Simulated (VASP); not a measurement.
A run of VASP 6.6.1 is set up as follows.

Contents of INCAR:

```
SYSTEM = Nb5N
  PREC = Accurate
  ENCUT = 520
  EDIFF = 1E-6
  ISMEAR = 0
  SIGMA = 0.1
  LREAL = .FALSE.
  LASPH = .TRUE.
  NELM = 60
  ALGO = Normal
  ISIF = 2
  LWAVE = .FALSE.
  LCHARG = .TRUE.
  GGA = PE
  LELF = .TRUE.
  LVHAR = .TRUE.
  NBANDS = 44
```

KPOINTS

```
Automatic mesh
0
G
  8 8 8
  0 0 0
```

Contents of POSCAR:

```
Nb5N
1.0
   -3.2701047751      3.2701047751      2.2777390986
    3.2701047751     -3.2701047751      2.2777390986
    3.2701047751      3.2701047751     -2.2777390986
Nb N
5 1
Direct
    0.0000000000      0.0000000000      0.0000000000
    0.8044887385      0.6114943609      0.4159830994
    0.6114943609      0.1955112615      0.8070056225
    0.1955112615      0.3885056391      0.5840169006
    0.3885056391      0.8044887385      0.1929943775
    0.5000000000      0.5000000000      0.0000000000
```

Potentials or basis: VASP PAW PBE potentials, release 64 (Nb_sv, N).

The run is started by

```console
$ cat potpaw_PBE.64/Nb_sv/POTCAR potpaw_PBE.64/N/POTCAR > POTCAR
$ mpirun -np 1 vasp_std > vasp.out
```

Problem. What does it give for the pressure?

Solution. -0.4 GPa.

Problem. Estimate the band gap on the k mesh.

Solution. Zero (bands 35 and 36 overlap by 0.60 eV).

Problem. What does it give for the largest force?

Solution. 0.020 eV/Å.

Forces on the atoms (eV/Å):
```
Nb   0.000  0.000  0.000
Nb  -0.014 -0.015  0.000
Nb   0.015 -0.014  0.000
Nb   0.014  0.015  0.000
Nb  -0.015  0.014  0.000
N    0.000  0.000  0.000
```
